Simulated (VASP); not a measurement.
# TiB2 (P6/mmm) in VASP: a series of runs

Runs on TiB2. Level: PBEsol+D4. Tasks: single point.

Program: VASP 6.6.1. These are calculated values, not measurements. Logs are shortened: lines on timing, memory, paths and dates and some standing lists are left out, and cuts for length are marked.

### Step 1. The cell of the first run

Symmetry: P6/mmm, No. 191, hexagonal system. Conventional cell: a = 2.995 Å, b = 2.995 Å, c = 3.228 Å, α = 90.00°, β = 90.00°, γ = 120.00°. Ti (site symmetry 6/mmm) has 12 B at 2.37 Å and 6 Ti at 3.00 Å within 3.1 Å. Within 2.4 Å of B (site symmetry -6m2) lie 3 B at 1.73 Å and 6 Ti at 2.37 Å.

### Step 2. Single point, PBEsol+D4

Input file INCAR:

```
PREC = Accurate
ENCUT = 500
EDIFF = 1E-6
ISMEAR = 1
SIGMA = 0.15
LREAL = F
LASPH = T
NELM = 120
ALGO = Normal
ISIF = 2
LWAVE = F
LCHARG = F
GGA = PS
IVDW = 13
NBANDS = 16
GGA_COMPAT = F
```

Input file KPOINTS:

```
regular mesh
0
Gamma
  10 10 9
```

Input file POSCAR:

```
TiB2
1.0
    2.9952950962      0.0000000000      0.0000000000
   -1.4976475481      2.5940016451      0.0000000000
    0.0000000000      0.0000000000      3.2284000000
Ti B
1 2
Direct
    0.0000000000      0.0000000000      0.0000000000
    0.3333333340      0.6666666660      0.5000000000
    0.6666666660      0.3333333340      0.5000000000
```

Potentials or basis: VASP PAW PBE potentials, release 64 (Ti_sv, B).

The run is started by

```
cat potpaw_PBE.64/Ti_sv/POTCAR potpaw_PBE.64/B/POTCAR > POTCAR
mpirun -np 1 vasp_std > vasp.out
```

OUTCAR:

```text
PREC = Accurate
   ENCUT = 500
   EDIFF = 1E-6
   ISMEAR = 1
   LREAL = F
   LASPH = T
   NELM = 120
   ISIF = 2
   GGA = PS
   IVDW = 13

 ion  position               nearest neighbor table
   1  0.000  0.000  0.000-   2 2.37   2 2.37   3 2.37   3 2.37   3 2.37   3 2.37   2 2.37   2 2.37
                             2 2.37   3 2.37   2 2.37   3 2.37
   2  0.333  0.667  0.500-   3 1.73   3 1.73   3 1.73   1 2.37   1 2.37   1 2.37   1 2.37   1 2.37
                             1 2.37
   3  0.667  0.333  0.500-   2 1.73   2 1.73   2 1.73   1 2.37   1 2.37   1 2.37   1 2.37   1 2.37
                             1 2.37

  LATTYP: Found a hexagonal cell.
 ALAT       =     2.9952950962
 C/A-ratio  =     1.0778236856

  Lattice vectors:

 A1 = (   2.9952950962,   0.0000000000,   0.0000000000)
 A2 = (  -1.4976475481,   2.5940016451,   0.0000000000)
 A3 = (   0.0000000000,   0.0000000000,   3.2284000000)

Analysis of symmetry for initial positions (statically):
=====================================================================
 Subroutine PRICEL returns:
 Original cell was already a primitive cell.

 Routine SETGRP: Setting up the symmetry group for a
 hexagonal supercell.

 Subroutine GETGRP returns: Found 24 space group operations
 (whereof 24 operations were pure point group operations)
 out of a pool of 24 trial point group operations.

The static configuration has the point symmetry D_6h.

Analysis of symmetry for dynamics (positions and initial velocities):
=====================================================================
 Subroutine PRICEL returns:
 Original cell was already a primitive cell.

 Routine SETGRP: Setting up the symmetry group for a
 hexagonal supercell.

 Subroutine GETGRP returns: Found 24 space group operations
 (whereof 24 operations were pure point group operations)
 out of a pool of 24 trial point group operations.

The dynamic configuration has the point symmetry D_6h.

 Subroutine INISYM returns: Found 24 space group operations
 (whereof 24 operations are pure point group operations),
 and found     1 'primitive' translations

----------------------------------------------------------------------------------------

                                     Primitive cell

  volume of cell :      25.0840

  direct lattice vectors                    reciprocal lattice vectors
     2.995295096  0.000000000  0.000000000     0.333856922  0.192752384  0.000000000
    -1.497647548  2.594001645  0.000000000     0.000000000  0.385504767  0.000000000
     0.000000000  0.000000000  3.228400000     0.000000000  0.000000000  0.309750960

  length of vectors
     2.995295096  2.995295096  3.228400000     0.385504767  0.385504767  0.309750960

  position of ions in fractional coordinates (direct lattice)
     0.000000000  0.000000000  0.000000000
     0.333333334  0.666666666  0.500000000
     0.666666666  0.333333334  0.500000000

  ion indices of the primitive-cell ions
   primitive index   ion index
                 1           1
                 2           2
                 3           3

----------------------------------------------------------------------------------------

 KPOINTS: regular mesh

Automatic generation of k-mesh.
 Grid dimensions read from file:
 generate k-points for:   10   10    9

 Generating k-lattice:

  Cartesian coordinates                     Fractional coordinates (reciprocal lattice)
     0.033385692  0.019275238  0.000000000     0.100000000  0.000000000  0.000000000
     0.000000000  0.038550477  0.000000000     0.000000000  0.100000000  0.000000000
     0.000000000  0.000000000  0.034416773     0.000000000  0.000000000  0.111111111

  Length of vectors
     0.038550477  0.038550477  0.034416773

  Shift w.r.t. Gamma in fractional coordinates (k-lattice)
     0.000000000  0.000000000  0.000000000

 Subroutine IBZKPT returns following result:
 ===========================================

 Found     70 irreducible k-points:

 Following reciprocal coordinates:
            Coordinates               Weight
  0.000000  0.000000  0.000000      1.000000
  0.100000  0.000000  0.000000      6.000000
  0.200000  0.000000  0.000000      6.000000
  0.300000 -0.000000  0.000000      6.000000
  0.400000 -0.000000  0.000000      6.000000
  0.500000  0.000000  0.000000      3.000000
[... 16 lines left out ...]
  0.300000  0.100000  0.111111     24.000000
  0.400000  0.100000  0.111111     24.000000
 [... further k-points ...]
   k-points           NKPTS =     70   k-points in BZ     NKDIM =     70   number of bands    NBANDS=     16
   number of dos      NEDOS =    301   number of ions     NIONS =      3
   total plane-waves  NPLWV =  13824
   dimension x,y,z NGX =    24 NGY =   24 NGZ =   24
   dimension x,y,z NGXF=    48 NGYF=   48 NGZF=   48
   ions per type =               1   2
   NGX,Y,Z   is equivalent  to a cutoff of  13.32, 13.32, 12.36 a.u.
   NGXF,Y,Z  is equivalent  to a cutoff of  26.64, 26.64, 24.72 a.u.
 SYSTEM =  unknown system
   PREC   = accura    normal or accurate (medium, high low for compatibility)
   ISTART =      0    job   : 0-new  1-cont  2-samecut
   ICHARG =      2    charge: 1-file 2-atom 10-const
   ISPIN  =      1    spin polarized calculation?
   LNONCOLLINEAR =      F non collinear calculations
   LSORBIT =      F    spin-orbit coupling
   LASPH  =      T    aspherical Exc in radial PAW
   ENCUT  =  500.0 eV  36.75 Ry    6.06 a.u.   5.46  5.46  5.89*2*pi/ulx,y,z
   NELM   =    120;   NELMIN=  2; NELMDL= -5     # of ELM steps
   EDIFF  = 0.1E-05   stopping-criterion for ELM
   LREAL  =      F    real-space projection
   EDIFFG = 0.1E-04   stopping-criterion for IOM
   NSW    =      0    number of steps for IOM
   IBRION =     -1    ionic relax: 0-MD 1-quasi-New 2-CG
   NFREE  =      0    steps in history (QN), initial steepest desc. (CG)
   ISIF   =      2    stress and relaxation
   ISYM   =      2    0-nonsym 1-usesym 2-fastsym
   POTIM  = 0.5000    time-step for ionic-motion
   TEBEG  =    0.0;   TEEND  =   0.0 temperature during run
   PSTRESS=    0.0 pullay stress
   NELECT =      18.0000    total number of electrons
   NUPDOWN=      -1.0000    fix difference up-down
   EMIN   =  10.00;   EMAX   =-10.00  energy-range for DOS
   EFERMI =   0.00;   METHOD = LEGACY
   ISMEAR =     1;   SIGMA  =   0.15  broadening in eV -4-tet -1-fermi 0-gaus
   EFERMI_NEDOS =   21; number of points for ismear=-14 and -15
   IALGO  =     38    algorithm
   IMIX   =      4    mixing-type and parameters
     AMIX     =   0.40;   BMIX     =  1.00
     AMIX_MAG =   1.60;   BMIX_MAG =  1.00
  volume/ion in A,a.u.               =       8.36        56.43
  Fermi-wavevector in a.u.,A,eV,Ry     =   1.465660  2.769696 29.227485  2.148160
  Thomas-Fermi vector in A             =   2.581490
   LORBIT       =      0    0 simple, 1 ext, 2 COOP (PROOUT), +10 PAW based schemes
   GGA     = PS    functional components
   LHFCALC =     F    Hartree Fock is set to
   AEXX    =    0.0000 exact exchange contribution
   IVDW    =    13    specifies the selected vdW correction
   LEPSILON=     F    determine dielectric tensor
   LRPA    =     F    only Hartree local field effects (RPA)
 non-spin polarized calculation
 Methfessel and Paxton  Order N= 1 SIGMA  =   0.15
  energy-cutoff  :      500.00
  volume of cell :       25.08
 maximum number of plane-waves:       660
 NGX is ok and might be reduce to    24
   NGX = 11   NGY = 11   NGZ = 11

 number of electron      18.0000003 magnetization

 Free energy of the ion-electron system (eV)
  ---------------------------------------------------
  ext. energy  EPLUGINS =         0.00000000
  ---------------------------------------------------
  free energy    TOTEN  =       -25.77851604 eV

  energy without entropy =      -25.77730671  energy(sigma->0) =      -25.77811293

 E-fermi :  10.0846     XC(G=0): -12.9786

 val. band max:       10.0768903350   @ k =   0.0000   0.0000   0.4444
 cond. band min:      10.0943133859   @ k =   0.3000   0.2000   0.0000
 fundamental gap:      0.0174230509
 Fermi energy:        10.0845885461

 k-point     1 :       0.0000    0.0000    0.0000
  band No.  band energies     occupation
      1     -46.5136      2.00000
      2     -22.9826      2.00000
      3     -22.6327      2.00000
      4     -22.6327      2.00000
      5      -3.4552      2.00000
      6       7.5860      2.00000
[... 8 lines left out ...]
     15      16.1108      0.00000
     16      17.5133      0.00000

 k-point     2 :       0.1000    0.0000    0.0000
  band No.  band energies     occupation
      1     -46.5075      2.00000
      2     -22.9749      2.00000
      3     -22.6778      2.00000
      4     -22.6429      2.00000
      5      -3.2586      2.00000
      6       7.0384      2.00000
[... 8 lines left out ...]
     15      17.2127      0.00000
     16      18.1219      0.00000

 k-point     3 :       0.2000    0.0000    0.0000
  band No.  band energies     occupation
      1     -46.4915      2.00000
      2     -22.9549      2.00000
      3     -22.7947      2.00000
      4     -22.6694      2.00000
      5      -2.6861      2.00000
      6       5.7084      2.00000
[... 8 lines left out ...]
     15      18.1886      0.00000
     16      19.3751      0.00000

 k-point     4 :       0.3000   -0.0000    0.0000
  band No.  band energies     occupation
      1     -46.4716      2.00000
      2     -22.9365      2.00000
      3     -22.9302      2.00000
      4     -22.7020      2.00000
      5      -1.7807      2.00000
      6       4.0752      2.00000
[... 8 lines left out ...]
     15      17.6718      0.00000
     16      19.4179      0.00000
[... 324 lines left out ...]
 k-point    22 :       0.2000    0.1000    0.1111
  band No.  band energies     occupation
      1     -46.4768      2.00000
      2     -22.9622      2.00000
      3     -22.8734      2.00000
      4     -22.6998      2.00000
      5      -2.0076      2.00000
      6       4.9163      2.00000
[... 8 lines left out ...]
     15      18.3856      0.00000
     16      19.8311      0.00000

 k-point    23 :       0.3000    0.1000    0.1111
  band No.  band energies     occupation
      1     -46.4588      2.00000
      2     -22.9921      2.00000
      3     -22.9383      2.00000
      4     -22.7375      2.00000
      5      -0.9925      2.00000
      6       3.3152      2.00000
[... 8 lines left out ...]
     15      18.6286      0.00000
     16      19.9053      0.00000

 k-point    24 :       0.4000    0.1000    0.1111
  band No.  band energies     occupation
      1     -46.4476      2.00000
      2     -23.0638      2.00000
      3     -22.9240      2.00000
      4     -22.7607      2.00000
      5       0.2697      2.00000
      6       1.7280      2.00000
[... 8 lines left out ...]
     15      19.0177      0.00000
     16      19.6215      0.00000

 [... further k-points ...]

------------------------ aborting loop because EDIFF is reached ----------------------------------------

  DFT-D4 for vdW energy calculation

  Edisp (eV):   -0.60543

  FORCE on cell =-STRESS in cart. coord.  units (eV):
  Direction    XX          YY          ZZ          XY          YZ          ZX
  --------------------------------------------------------------------------------------
  -------------------------------------------------------------------------------------
  Total       0.07047     0.07047    -1.47014     0.00000    -0.00000    -0.00000
  in kB       4.50101     4.50101   -93.90137     0.00000    -0.00000    -0.00000
  external pressure =      -28.30 kB  Pullay stress =        0.00 kB

 VOLUME and BASIS-vectors are now :
 -----------------------------------------------------------------------------
  energy-cutoff  :      500.00
  volume of cell :       25.08
      direct lattice vectors                 reciprocal lattice vectors
     2.995295096  0.000000000  0.000000000     0.333856922  0.192752384  0.000000000
    -1.497647548  2.594001645  0.000000000     0.000000000  0.385504767  0.000000000
     0.000000000  0.000000000  3.228400000     0.000000000  0.000000000  0.309750960

 POSITION                                       TOTAL-FORCE (eV/Angst)
 -----------------------------------------------------------------------------------
      0.00000      0.00000      0.00000        -0.000000      0.000000      0.000000
      0.00000      1.72933      1.61420        -0.000000      0.000000     -0.000000
      1.49765      0.86467      1.61420         0.000000     -0.000000      0.000000
 -----------------------------------------------------------------------------------
    total drift:                                0.000000     -0.000000      0.000000

  FREE ENERGIE OF THE ION-ELECTRON SYSTEM (eV)
  ---------------------------------------------------
  free  energy   TOTEN  =       -26.3839505465 eV

  energy  without entropy=      -26.3827412166  energy(sigma->0) =      -26.38354744
```

Run time: 21 s. Hardware: 1 thread of Intel Xeon 8259CL, shared host; peak memory 0.16 GiB.

What came out:

- Free energy: -26.3840 eV
- Pressure: -2.8 GPa
- Band gap on the k mesh: zero (bands 9 and 10 overlap by 0.42 eV)
- Dispersion energy per atom: -0.202 eV

Caveat: the stress differs along the axes, from -9 to 0 GPa; the PAW data sets were made with another functional, which shifts forces and pressure a little.

### Step 3. Single point, PBEsol+D4

This run uses another cell than the first one, of 8.55 Å³/atom.

Input file INCAR:

```
PREC = Accurate ; ENCUT = 500
EDIFF = 1E-6 ; ISMEAR = 1
SIGMA = 0.15 ; LREAL = F
LASPH = T ; NELM = 120
ALGO = Normal ; ISIF = 2
LWAVE = F ; LCHARG = T
GGA = PS ; IVDW = 13
LELF = T ; LVHAR = T
NBANDS = 16 ; GGA_COMPAT = F
```

KPOINTS is that of step 2.

Input file POSCAR:

```
TiB2
1.0
    3.0292000000      0.0000000000      0.0000000000
   -1.5146000000      2.6233641500      0.0000000000
    0.0000000000      0.0000000000      3.2284000000
Ti B
1 2
Direct
    0.0000000000      0.0000000000      0.0000000000
    0.3333333300      0.6666666700      0.5000000000
    0.6666666700      0.3333333300      0.5000000000
```

Potentials or basis: VASP PAW PBE potentials, release 64 (Ti_sv, B).

The run is started by

```
cat potpaw_PBE.64/Ti_sv/POTCAR potpaw_PBE.64/B/POTCAR > POTCAR
mpirun -np 1 vasp_std > vasp.out
```

Wall time 22 s (1 thread of Intel Xeon 8259CL, shared host); peak memory 0.15 GiB.

It converged, with:

```yaml
Free_energy: -26.3707 eV
Pressure: -8.9 GPa
Band_gap_on_the_k_mesh: zero (bands 9 and 10 overlap by 0.36 eV)
Dispersion_energy_per_atom: -0.197 eV
```

Stress tensor (GPa, compression positive):
```
 -7.79   0.00   0.00
  0.00  -7.79   0.00
  0.00   0.00 -11.17
```

Levels at points of the mesh, in eV from the Fermi level:
```csv
k point,band 5,band 6,band 7,band 8,band 9,band 10,band 11,band 12,band 13,band 14
"(0.00, 0.00, 0.00)",-13.38,-2.51,-2.51,-2.22,-2.06,1.98,1.98,3.76,3.76,5.85
"(0.50, 0.00, 0.00)",-9.27,-9.09,-3.16,-3.14,-2.21,1.42,2.84,3.32,3.47,7.51
```

Caveat: the cell stands under tension; the PAW data sets were made with another functional, which shifts forces and pressure a little.

The gap in the log of VASP goes by the Fermi energy; the results here count the filled bands.